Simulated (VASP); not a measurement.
# HfB (Fm-3m) in VASP: notebook

The runs below take HfB through single point, relaxation of cell and atoms, with PBE.

All numbers are computed with VASP 6.6.1; they aren't measurements. Logs are shortened: lines on timing, memory, paths and dates and some standing lists are left out, and cuts for length are marked.

## 1. The cell of the first run

The structure is cubic, space group Fm-3m (No. 225). Conventional cell: a = 4.809 Å, b = 4.809 Å, c = 4.809 Å, α = 90.00°, β = 90.00°, γ = 90.00°. Within 3.2 Å of Hf (site symmetry m-3m) lie 6 B at 2.40 Å. Within 3.2 Å of B (site symmetry m-3m) lie 6 Hf at 2.40 Å.

## 2. Single point, PBE

Contents of INCAR:

```
PREC = Accurate ; ENCUT = 500
EDIFF = 1E-6 ; ISMEAR = -1
SIGMA = 0.15 ; LREAL = False
LASPH = True ; NELM = 120
ALGO = Normal ; ISIF = 2
LWAVE = False ; LCHARG = False
GGA = PE ; NBANDS = 14
GGA_COMPAT = False
```

Contents of KPOINTS:

```
Automatic mesh
0
Gamma
  16 16 16
```

Contents of POSCAR:

```
HfB
1.0
    0.0000000000      2.4042845019      2.4042845019
    2.4042845019      0.0000000000      2.4042845019
    2.4042845019      2.4042845019      0.0000000000
Hf B
1 1
Direct
    0.5000000000      0.5000000000      0.5000000000
    0.0000000000      0.0000000000      0.0000000000
```

Potentials or basis: VASP PAW PBE potentials, release 64 (Hf_pv, B).

Started as:

```bash
> cat potpaw_PBE.64/Hf_pv/POTCAR potpaw_PBE.64/B/POTCAR > POTCAR
> mpirun -np 1 vasp_std > vasp.out
```

OUTCAR:

```text
PREC = Accurate
   ENCUT = 500
   EDIFF = 1E-6
   ISMEAR = -1
   LREAL = False
   LASPH = True
   NELM = 120
   ISIF = 2
   GGA = PE

 ion  position               nearest neighbor table
   1  0.500  0.500  0.500-   2 2.40   2 2.40   2 2.40   2 2.40   2 2.40   2 2.40
   2  0.000  0.000  0.000-   1 2.40   1 2.40   1 2.40   1 2.40   1 2.40   1 2.40

  LATTYP: Found a face centered cubic cell.
 ALAT       =     4.8085690038

  Lattice vectors:

 A1 = (   0.0000000000,   2.4042845019,   2.4042845019)
 A2 = (   2.4042845019,   0.0000000000,   2.4042845019)
 A3 = (   2.4042845019,   2.4042845019,   0.0000000000)

Analysis of symmetry for initial positions (statically):
=====================================================================
 Subroutine PRICEL returns:
 Original cell was already a primitive cell.

 Routine SETGRP: Setting up the symmetry group for a
 face centered cubic supercell.

 Subroutine GETGRP returns: Found 48 space group operations
 (whereof 48 operations were pure point group operations)
 out of a pool of 48 trial point group operations.

The static configuration has the point symmetry O_h .

Analysis of symmetry for dynamics (positions and initial velocities):
=====================================================================
 Subroutine PRICEL returns:
 Original cell was already a primitive cell.

 Routine SETGRP: Setting up the symmetry group for a
 face centered cubic supercell.

 Subroutine GETGRP returns: Found 48 space group operations
 (whereof 48 operations were pure point group operations)
 out of a pool of 48 trial point group operations.

The dynamic configuration has the point symmetry O_h .

 Subroutine INISYM returns: Found 48 space group operations
 (whereof 48 operations are pure point group operations),
 and found     1 'primitive' translations

----------------------------------------------------------------------------------------

                                     Primitive cell

  volume of cell :      27.7963

  direct lattice vectors                    reciprocal lattice vectors
     0.000000000  2.404284502  2.404284502    -0.207962078  0.207962078  0.207962078
     2.404284502  0.000000000  2.404284502     0.207962078 -0.207962078  0.207962078
     2.404284502  2.404284502  0.000000000     0.207962078  0.207962078 -0.207962078

  length of vectors
     3.400171750  3.400171750  3.400171750     0.360200884  0.360200884  0.360200884

  position of ions in fractional coordinates (direct lattice)
     0.500000000  0.500000000  0.500000000
     0.000000000  0.000000000  0.000000000

  ion indices of the primitive-cell ions
   primitive index   ion index
                 1           1
                 2           2

----------------------------------------------------------------------------------------

 KPOINTS: Automatic mesh

Automatic generation of k-mesh.
 Grid dimensions read from file:
 generate k-points for:   16   16   16

 Generating k-lattice:

  Cartesian coordinates                     Fractional coordinates (reciprocal lattice)
    -0.012997630  0.012997630  0.012997630     0.062500000  0.000000000  0.000000000
     0.012997630 -0.012997630  0.012997630     0.000000000  0.062500000  0.000000000
     0.012997630  0.012997630 -0.012997630     0.000000000  0.000000000  0.062500000

  Length of vectors
     0.022512555  0.022512555  0.022512555

  Shift w.r.t. Gamma in fractional coordinates (k-lattice)
     0.000000000  0.000000000  0.000000000

 Subroutine IBZKPT returns following result:
 ===========================================

 Found    145 irreducible k-points:

 Following reciprocal coordinates:
            Coordinates               Weight
  0.000000  0.000000  0.000000      1.000000
  0.062500  0.000000  0.000000      8.000000
  0.125000  0.000000  0.000000      8.000000
  0.187500  0.000000  0.000000      8.000000
  0.250000  0.000000  0.000000      8.000000
  0.312500  0.000000  0.000000      8.000000
[... 16 lines left out ...]
 -0.125000  0.062500  0.000000     24.000000
 -0.062500  0.062500  0.000000     12.000000
 [... further k-points ...]
   k-points           NKPTS =    145   k-points in BZ     NKDIM =    145   number of bands    NBANDS=     14
   number of dos      NEDOS =    301   number of ions     NIONS =      2
   total plane-waves  NPLWV =  21952
   dimension x,y,z NGX =    28 NGY =   28 NGZ =   28
   dimension x,y,z NGXF=    56 NGYF=   56 NGZF=   56
   ions per type =               1   1
   NGX,Y,Z   is equivalent  to a cutoff of  13.69, 13.69, 13.69 a.u.
   NGXF,Y,Z  is equivalent  to a cutoff of  27.38, 27.38, 27.38 a.u.
 SYSTEM =  unknown system
   PREC   = accura    normal or accurate (medium, high low for compatibility)
   ISTART =      0    job   : 0-new  1-cont  2-samecut
   ICHARG =      2    charge: 1-file 2-atom 10-const
   ISPIN  =      1    spin polarized calculation?
   LNONCOLLINEAR =      F non collinear calculations
   LSORBIT =      F    spin-orbit coupling
   LASPH  =      T    aspherical Exc in radial PAW
   ENCUT  =  500.0 eV  36.75 Ry    6.06 a.u.   6.20  6.20  6.20*2*pi/ulx,y,z
   NELM   =    120;   NELMIN=  2; NELMDL= -5     # of ELM steps
   EDIFF  = 0.1E-05   stopping-criterion for ELM
   LREAL  =      F    real-space projection
[... 7 lines left out ...]
   TEBEG  =    0.0;   TEEND  =   0.0 temperature during run
   PSTRESS=    0.0 pullay stress
   NELECT =      13.0000    total number of electrons
   NUPDOWN=      -1.0000    fix difference up-down
   EMIN   =  10.00;   EMAX   =-10.00  energy-range for DOS
   EFERMI =   0.00;   METHOD = LEGACY
   ISMEAR =    -1;   SIGMA  =   0.15  broadening in eV -4-tet -1-fermi 0-gaus
   EFERMI_NEDOS =   21; number of points for ismear=-14 and -15
   IALGO  =     38    algorithm
   IMIX   =      4    mixing-type and parameters
     AMIX     =   0.40;   BMIX     =  1.00
     AMIX_MAG =   1.60;   BMIX_MAG =  1.00
  volume/ion in A,a.u.               =      13.90        93.79
  Fermi-wavevector in a.u.,A,eV,Ry     =   1.270750  2.401369 21.970761  1.614805
  Thomas-Fermi vector in A             =   2.403720
   LORBIT       =      0    0 simple, 1 ext, 2 COOP (PROOUT), +10 PAW based schemes
   GGA     = PE    functional components
   LHFCALC =     F    Hartree Fock is set to
   AEXX    =    0.0000 exact exchange contribution
   IVDW    =     0    specifies the selected vdW correction
   LEPSILON=     F    determine dielectric tensor
   LRPA    =     F    only Hartree local field effects (RPA)
 non-spin polarized calculation
  energy-cutoff  :      500.00
  volume of cell :       27.80
 maximum number of plane-waves:       725
 NGX is ok and might be reduce to    28
   NGX = 13   NGY = 13   NGZ = 13

 number of electron      13.0000000 magnetization

 Free energy of the ion-electron system (eV)
  ---------------------------------------------------
  ext. energy  EPLUGINS =         0.00000000
  ---------------------------------------------------
  free energy    TOTEN  =       -17.49845801 eV

  energy without entropy =      -17.41380119  energy(sigma->0) =      -17.45612960

 E-fermi :   4.4289     XC(G=0): -11.7401

 val. band max:        4.4118518886   @ k =   0.2500   0.0000   0.0000
 cond. band min:       4.4689342654   @ k =   0.3750   0.1875   0.0625
 fundamental gap:      0.0570823768
 Fermi energy:         4.4289437752

 k-point     1 :       0.0000    0.0000    0.0000
  band No.  band energies     occupation
      1     -24.5525      2.00000
      2     -24.5525      2.00000
      3     -24.5525      2.00000
      4      -4.7941      2.00000
      5       6.4500      0.00000
      6       6.4500      0.00000
      7       6.4500      0.00000
      8       7.9991      0.00000
      9       7.9991      0.00000
     10       7.9991      0.00000
     11       8.1544      0.00000
     12       8.1544      0.00000
     13      15.5942      0.00000
     14      15.6128      0.00000

 k-point     2 :       0.0625    0.0000    0.0000
  band No.  band energies     occupation
      1     -24.5711      2.00000
      2     -24.5545      2.00000
      3     -24.5545      2.00000
      4      -4.6965      2.00000
      5       6.0624      0.00004
      6       6.3740      0.00000
      7       6.3740      0.00000
      8       7.2178      0.00000
      9       7.2178      0.00000
     10       8.2004      0.00000
     11       9.2096      0.00000
     12       9.2096      0.00000
     13      15.7558      0.00000
     14      15.8457      0.00000

 k-point     3 :       0.1250    0.0000    0.0000
  band No.  band energies     occupation
      1     -24.6237      2.00000
      2     -24.5602      2.00000
      3     -24.5602      2.00000
      4      -4.4098      2.00000
      5       5.2559      0.00803
      6       5.8045      0.00021
      7       5.8045      0.00021
      8       7.1237      0.00000
      9       7.1237      0.00000
     10       8.5063      0.00000
     11      10.4583      0.00000
     12      10.4583      0.00000
     13      16.1253      0.00000
     14      16.5428      0.00000
[... 324 lines left out ...]
 k-point    23 :      -0.1250    0.0625    0.0000
  band No.  band energies     occupation
      1     -24.6543      2.00000
      2     -24.5782      2.00000
      3     -24.5583      2.00000
      4      -4.1937      2.00000
      5       4.9027      0.08154
      6       5.3153      0.00541
      7       5.3789      0.00355
      8       6.8816      0.00000
      9       7.7705      0.00000
     10       8.8543      0.00000
     11      10.3132      0.00000
     12      11.6440      0.00000
     13      16.3832      0.00000
     14      17.0295      0.00000

 k-point    24 :      -0.0625    0.0625    0.0000
  band No.  band energies     occupation
      1     -24.5968      2.00000
      2     -24.5655      2.00000
      3     -24.5543      2.00000
      4      -4.5363      2.00000
      5       5.7560      0.00029
      6       5.8028      0.00021
      7       6.2017      0.00001
      8       6.5978      0.00000
      9       7.5706      0.00000
     10       8.5587      0.00000
     11       9.3713      0.00000
     12      10.3634      0.00000
     13      15.9826      0.00000
     14      16.2447      0.00000

 [... further k-points ...]
[... 5 lines left out ...]
  --------------------------------------------------------------------------------------
  -------------------------------------------------------------------------------------
  Total        0.5393395      0.5393395      0.5393395      0.0000000      0.0000000     -0.0000000
  in kB       31.0874613     31.0874613     31.0874613      0.0000000      0.0000000     -0.0000000
  external PRESSURE =      31.0874613 kB  Pullay stress =       0.0000000 kB

 VOLUME and BASIS-vectors are now :
 -----------------------------------------------------------------------------
  energy-cutoff  :      500.00
  volume of cell :       27.80
      direct lattice vectors                 reciprocal lattice vectors
     0.000000000  2.404284502  2.404284502    -0.207962078  0.207962078  0.207962078
     2.404284502  0.000000000  2.404284502     0.207962078 -0.207962078  0.207962078
     2.404284502  2.404284502  0.000000000     0.207962078  0.207962078 -0.207962078

 POSITION                                       TOTAL-FORCE (eV/Angst)
 -----------------------------------------------------------------------------------
      2.40428      2.40428      2.40428        -0.000000      0.000000     -0.000000
      0.00000      0.00000      0.00000         0.000000     -0.000000      0.000000
 -----------------------------------------------------------------------------------
    total drift:                                0.000000      0.000000      0.000000

  FREE ENERGIE OF THE ION-ELECTRON SYSTEM (eV)
  ---------------------------------------------------
  free  energy   TOTEN  =       -17.4984580116 eV

  energy  without entropy=      -17.4138011882  energy(sigma->0) =      -17.45612960
```

Wall time 34 s (1 thread of Intel Xeon Platinum 8488C (Sapphire Rapids), shared host); peak memory 0.19 GiB.

What came out:

```yaml
Free_energy: -17.4985 eV
Pressure: 3.1 GPa
```

Caveat: spin-orbit coupling is left out, which moves the levels of the heavy elements.

## 3. Single point, PBE (volume scaled by 1.02)

Contents of INCAR:

```
SYSTEM = HfB
PREC     = Accurate       ! precision mode
ENCUT    = 500            ! plane-wave cutoff, eV
EDIFF    = 1E-6           ! SCF threshold, eV
ISMEAR   = -1             ! smearing method
SIGMA    = 0.15           ! smearing width, eV
LREAL    = .False.        ! projectors in reciprocal space
LASPH    = .True.         ! aspherical terms in the spheres
NELM     = 120            ! most SCF steps
ALGO     = Normal         ! electronic algorithm
ISIF     = 2              ! what is computed and relaxed
LWAVE    = .False.        ! write WAVECAR
LCHARG   = .False.        ! write CHGCAR
GGA      = PE             ! functional
NBANDS   = 14             ! bands
GGA_COMPAT= .False.
```

Contents of KPOINTS:

```
regular mesh
0
Gamma
  16 16 16
  0 0 0
```

Contents of POSCAR:

```
HfB
1.0
    0.0000000000      2.4341093244      2.4341093244
    2.4341093244      0.0000000000      2.4341093244
    2.4341093244      2.4341093244      0.0000000000
Hf B
1 1
Direct
    0.5000000000      0.5000000000      0.5000000000
    0.0000000000      0.0000000000      0.0000000000
```

Potentials or basis: VASP PAW PBE potentials, release 64 (Hf_pv, B).

Started as:

```bash
> cat potpaw_PBE.64/Hf_pv/POTCAR potpaw_PBE.64/B/POTCAR > POTCAR
> mpirun -np 1 vasp_std > vasp.out
```

Wall time 32 s (1 thread of Intel Xeon Platinum 8488C (Sapphire Rapids), shared host); peak memory 0.19 GiB.

Results (log left out):

| Item | Value |
| --- | --- |
| Free energy | -17.4981 eV |
| Pressure | -3.3 GPa |

Levels at points of the mesh, in eV from the Fermi level:
| k point | band 5 | band 6 | band 7 | band 8 | band 9 | band 10 |
| --- | --- | --- | --- | --- | --- | --- |
| (0.00, 0.00, 0.00) | 1.97 | 1.97 | 1.97 | 3.47 | 3.47 | 3.47 |
| (0.50, 0.00, 0.00) | -4.58 | -1.16 | -1.16 | 5.47 | 5.47 | 6.26 |
| (0.50, 0.50, 0.00) | -1.33 | -0.78 | 1.83 | 1.83 | 5.22 | 6.56 |

Caveat: the cell differs from its parent crystal (volume scaled by 1.02); spin-orbit coupling is left out, which moves the levels of the heavy elements.

## 4. Relaxation of cell and atoms, PBE, target pressure 3 GPa, at which the enthalpy is minimised

This run uses another cell than the first one, of 14.14 Å³/atom, 1.017 times its volume.

Contents of INCAR:

```
ALGO     = Normal         # electronic algorithm
EDIFF    = 1E-7           # SCF threshold, eV
EDIFFG   = -0.001         # ionic threshold
ENCUT    = 500            # plane-wave cutoff, eV
GGA      = PE             # functional
GGA_COMPAT= F            
IBRION   = 2              # ionic algorithm
ISIF     = 3              # what is computed and relaxed
ISMEAR   = -1             # smearing method
LASPH    = T              # aspherical terms in the spheres
LCHARG   = F              # write CHGCAR
LREAL    = F              # projectors in reciprocal space
LWAVE    = F              # write WAVECAR
NELM     = 120            # most SCF steps
NELMIN   = 4            
NSW      = 80             # ionic steps
PREC     = Accurate       # precision mode
PSTRESS  = 30.0         
SIGMA    = 0.15           # smearing width, eV
```

Contents of KPOINTS:

```
k-points
0
Gamma
  16 16 16
```

Contents of POSCAR:

```
HfB
1.0
    0.0000000000      2.4180949836      2.4180949836
    2.4180949836      0.0000000000      2.4180949836
    2.4180949836      2.4180949836      0.0000000000
Hf B
1 1
Direct
    0.5000000000      0.5000000000      0.5000000000
    0.0000000000      0.0000000000      0.0000000000
```

Started as:

```bash
> cat potpaw_PBE.64/Hf_pv/POTCAR potpaw_PBE.64/B/POTCAR > POTCAR
> mpirun -np 1 vasp_std > vasp.out
```

Wall time 89 s (1 thread of Intel Xeon Platinum 8488C (Sapphire Rapids), shared host); peak memory 0.2 GiB.

The run converged. Its results:

```
Free energy                                            : -17.4991 eV
Relaxed volume                                         : 13.91 Å³/atom
Relaxed cell                                           : a = 3.401 Å, b = 3.401 Å, c = 3.401 Å, α = 60.00°, β = 60.00°, γ = 60.00°
Space group after relaxing (to 0.05 Å)                 : Fm-3m (No. 225)
Energy change on relaxing (the enthalpy is what falls) : +2.2 meV/atom
Ionic steps                                            : 3
Pressure after relaxing                                : 3.0 GPa
```

Step by step:
| step | energy change (eV) | largest force (eV/Å) | pressure (GPa) | volume (Å³) |
| --- | --- | --- | --- | --- |
| 1 | 0.0000 | 0.0000 | 0.10 | 28.28 |
| 2 | 0.0222 | 0.0000 | 6.99 | 27.24 |
| 3 | 0.0043 | 0.0000 | 3.00 | 27.82 |

Final structure:
```
Hf B
1.0
     0.00000    2.40501    2.40501
     2.40501    0.00000    2.40501
     2.40501    2.40501    0.00000
Hf B
1 1
Direct
  0.50000 0.50000 0.50000
  0.00000 0.00000 0.00000
```

Levels at points of the mesh, in eV from the Fermi level:
| k point | band 4 | band 5 | band 6 | band 7 | band 8 | band 9 | band 10 |
| --- | --- | --- | --- | --- | --- | --- | --- |
| (0.00, 0.00, 0.00) | -9.22 | 2.02 | 2.02 | 2.02 | 3.57 | 3.57 | 3.57 |
| (0.50, 0.00, 0.00) | -4.70 | -4.49 | -1.21 | -1.21 | 5.70 | 5.70 | 6.55 |
| (0.50, 0.50, 0.00) | -6.45 | -1.27 | -0.86 | 1.94 | 1.94 | 5.44 | 6.85 |

Caveat: the cell is relaxed towards a set pressure, so the enthalpy falls and the energy may rise; spin-orbit coupling is left out, which moves the levels of the heavy elements.

## 5. Summary

```tsv
task	cell	gap on the mesh (eV)	pressure (GPa)
single point	a = 3.400 Å, angles 60.0°, 2 atoms	none	3.1
single point	a = 3.442 Å, angles 60.0°, 2 atoms	none	-3.3
relaxation of cell and atoms	relaxed to 3 GPa from a = 3.420 Å, angles 60.0°, 2 atoms	none	3.0
```

Alike in all rows: level PBE; potentials or basis VASP PAW PBE potentials, release 64 (Hf_pv, B); no spin polarisation; k mesh 16 × 16 × 16; cutoff (eV) 500; smearing fermi-dirac 0.15 eV.

Caveats: spin-orbit coupling is left out, which moves the levels of the heavy elements; the cell is relaxed towards a set pressure, so the enthalpy falls and the energy may rise (some runs).

Absolute energies hang on the potentials; compare differences alone.
